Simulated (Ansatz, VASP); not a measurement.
One calculation of GaSb3, two programs

Contents of INCAR:

```
SYSTEM = GaSb3
PREC = Accurate
ENCUT = 520
EDIFF = 1E-6
ISMEAR = 0
SIGMA = 0.15
LREAL = .FALSE.
LASPH = .TRUE.
NELM = 80
ALGO = Normal
ISIF = 2
LWAVE = .FALSE.
LCHARG = .TRUE.
GGA = PS
LELF = .TRUE.
LVHAR = .TRUE.
NBANDS = 22
```

File KPOINTS:

```
Automatic mesh
0
G
  10 10 10
  0 0 0
```

File POSCAR:

```
GaSb3
1.0
   -0.0486830498      3.6466703981      3.7805032017
    3.5979873483      0.0000000000      3.7318201519
    3.6466703981      3.6466703981     -0.0486830498
Ga Sb
1 3
Direct
    0.0000000000      0.0000000000      0.0000000000
    0.2500000000      0.2500000000      0.2500000000
    0.7500000000      0.7500000000      0.7500000000
    0.5000000000      0.5000000000      0.5000000000
```

Input for Ansatz:

```yaml
crystal:
  lattice:
    - [-0.0486830498, 3.6466703981, 3.7805032017]
    - [3.5979873483, 0.0, 3.7318201519]
    - [3.6466703981, 3.6466703981, -0.0486830498]
  atoms:
    - { symbol: Ga, position: [0.0, 0.0, 0.0] }
    - { symbol: Sb, position: [0.25, 0.25, 0.25] }
    - { symbol: Sb, position: [0.75, 0.75, 0.75] }
    - { symbol: Sb, position: [0.5, 0.5, 0.5] }
basis:
  ecutwfc: 420
kpoints:
  mp_grid: { grid: [10, 10, 10] }
hamiltonian:
  xc: pbesol
  pseudopotentials: { kind: paw, azcp: { folder: soft_1 } }
scf:
  occupations: { method: gaussian, width: 0.15 }
output:
  forces: true
  stress: true
  eigenvalues: true
```

Change from the starting cell: engineering shear strain xz -0.0267, normal strain along z +0.0367.

Alike in both runs: task single point; functional PBEsol; k mesh 10 × 10 × 10; occupations gaussian, width 0.15 eV; no spin polarisation.

|  | VASP | Ansatz |
| --- | --- | --- |
| version | VASP 6.6.1 | Ansatz 0.2.0 |
| potentials or method | VASP PAW PBE potentials, release 64 (Ga_d, Sb), cutoff 520 eV | scalar-relativistic, plane waves, PAW |
| valence electrons in the cell | 28 | 58 |

Ansatz gave:

* gap on the k mesh at the Fermi level (eV): none
* pressure (GPa): -1.9
* traceless stress, the component that is largest in VASP (GPa): 0.87
* rms of the force components (eV/Å): 0.018

Question: Estimate VASP's values.

Answer: gap on the k mesh at the Fermi level (eV): none; pressure (GPa): -1.9; traceless stress, the component that is largest in VASP (GPa): 0.88; rms of the force components (eV/Å): 0.018.

VASP's potentials were made for PBE, not for PBEsol, and Ansatz warns of the same on its side. Atom by atom the forces differ by 0.000 eV/Å (rms over components). A gap of «none» marks a metal or a gap that the smearing closes. With one functional, cell and mesh, what is left measures potentials, basis and numerics. VASP's potentials hold 28 valence electrons a cell and Ansatz's 58, so a difference there can come from the potentials and not from the codes.

Neither program's run includes spin-orbit coupling.
